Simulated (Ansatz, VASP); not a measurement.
**Two plane-wave programs on PtSe2**

```xyz
6
Lattice="3.7070 0.0000 0.0000 -1.8535 3.2104 0.0000 0.0000 0.0000 22.7982" Properties=species:S:1:pos:R:3 pbc="T T T"
Se    1.8535    1.0701    4.5000
Se    0.0000    2.1403    7.1491
Se   -0.6178    4.2805   10.7091
Se    1.2357    3.2104   13.3582
Pt    0.0000    0.0000    5.8245
Pt    1.2357    5.3506   12.0336
```

Alike in both runs: task single point; functional PBE; dispersion D3(BJ); k mesh 9 × 9 × 1; occupations gaussian, width 0.05 eV; no spin polarisation.

|  | VASP | Ansatz |
| --- | --- | --- |
| version | VASP 6.6.1 | Ansatz 0.2.0 |
| potentials or method | VASP PAW PBE potentials, release 64 (Se, Pt), cutoff 520 eV | scalar-relativistic, plane waves, PAW |
| valence electrons in the cell | 44 | 100 |

```tsv
	VASP	Ansatz	Ansatz less VASP
gap on the k mesh at the Fermi level (eV)	1.01	1.01	+0.008
least direct gap on the mesh (eV)	1.18	1.19	+0.009
rms of the force components (eV/Å)	0.036	0.037	+0.0002
```

VASP's potentials hold 44 valence electrons a cell and Ansatz's 100, so a difference there can come from the potentials and not from the codes.

Neither program's run includes spin-orbit coupling.
